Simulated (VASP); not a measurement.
A run of VASP 6.6.1 is set up as follows.

The input INCAR:

```
PREC     = Accurate       # precision mode
ENCUT    = 520            # plane-wave cutoff, eV
EDIFF    = 1E-6           # SCF threshold, eV
ISMEAR   = 0              # smearing method
SIGMA    = 0.1            # smearing width, eV
LREAL    = False          # projectors in reciprocal space
LASPH    = True           # aspherical terms in the spheres
NELM     = 60             # most SCF steps
ALGO     = Normal         # electronic algorithm
ISIF     = 2              # what is computed and relaxed
LWAVE    = False          # write WAVECAR
LCHARG   = True           # write CHGCAR
GGA      = PE             # functional
LELF     = True           # ELF
LVHAR    = True         
NBANDS   = 47             # bands
```

KPOINTS

```
Automatic mesh
0
Gamma
  4 4 2
```

POSCAR

```
HfSi3O8
1.0
    5.3246003581     -0.0058811017     -0.0032970180
   -0.0057681791      5.3116562023     -0.0011064210
   -0.0047229081     -0.0016188923      7.9259768971
Hf Si O
1 3 8
Direct
    0.4980980920      0.4996392621      0.4998385282
    0.0027352951      0.9996127530     -0.0002088714
    0.5027374654      0.0000647069      0.7782500221
    0.9973720863      0.5002939056      0.2220770663
    0.4225145350      0.7696396854      0.6549783187
    0.9307416650      0.2518956356      0.1077798906
    0.7521268229      0.9278490036      0.8895979748
    0.2234604966      0.4214503227      0.3488536045
    0.5803878346      0.2323875987      0.6559667196
    0.0725755767      0.7489257628      0.1104078075
    0.2555433489      0.0700187248      0.8920137622
    0.7617067813      0.5782226388      0.3404451767
```

Potentials or basis: VASP PAW PBE potentials, release 64 (Hf_pv, Si, O).

Command:

```console
$ cat potpaw_PBE.64/Hf_pv/POTCAR potpaw_PBE.64/Si/POTCAR potpaw_PBE.64/O/POTCAR > POTCAR
$ mpirun -np 1 vasp_std > vasp.out
```

**Question.** What does it give for the pressure?

**Answer.** -0.2 GPa.

**Question.** Predict the band gap on the k mesh.

**Answer.** 4.91 eV.

**Question.** What does it give for the largest force?

**Answer.** 0.193 eV/Å.

Forces on the atoms (eV/Å):
```
Hf  -0.001  0.000  0.001
Si   0.004 -0.008  0.000
Si   0.002  0.007  0.036
Si   0.002 -0.001 -0.032
O    0.029 -0.144 -0.118
O    0.012  0.009  0.000
O   -0.005  0.011  0.001
O    0.142  0.029  0.114
O   -0.031  0.144 -0.120
O   -0.013 -0.004 -0.003
O    0.007 -0.014  0.000
O   -0.148 -0.029  0.120
```

Caveat: spin-orbit coupling is left out, which moves the levels of the heavy elements. A k mesh can miss the band edges.
